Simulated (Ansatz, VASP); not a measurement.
# Re: VASP beside Ansatz

```
CELL_PARAMETERS angstrom
2.75983 0.00000 0.00000
-1.37991 2.39008 0.00000
0.00000 0.00000 4.45723
ATOMIC_POSITIONS crystal
Re 0.33333 0.66667 0.25000
Re 0.66667 0.33333 0.75000
```

Alike in both runs: task single point; functional r2SCAN; k mesh 13 × 13 × 7; occupations methfessel-paxton of order 1, width 0.03 eV; no spin polarisation.

|  | VASP | Ansatz |
| --- | --- | --- |
| version | VASP 6.6.1 | Ansatz 0.2.0 |
| potentials or method | VASP PAW PBE potentials, release 64 (Re), cutoff 520 eV | plane waves (500 eV) with PAW, scalar-relativistic |
| valence electrons in the cell | 14 | 30 |

|  | VASP | Ansatz | Ansatz less VASP |
| --- | --- | --- | --- |
| pressure (GPa) | -0.1 | -0.2 | -0.09 |
| traceless stress, the component that is largest in VASP (GPa) | -0.15 | -0.11 | +0.039 |

VASP's potentials were made for PBE, not for r2SCAN. The functional is the same, so the differences come from potentials, cutoffs and numerics. VASP's potentials hold 14 valence electrons a cell and Ansatz's 30, so a difference there can come from the potentials and not from the codes.

Spin-orbit coupling is off throughout.
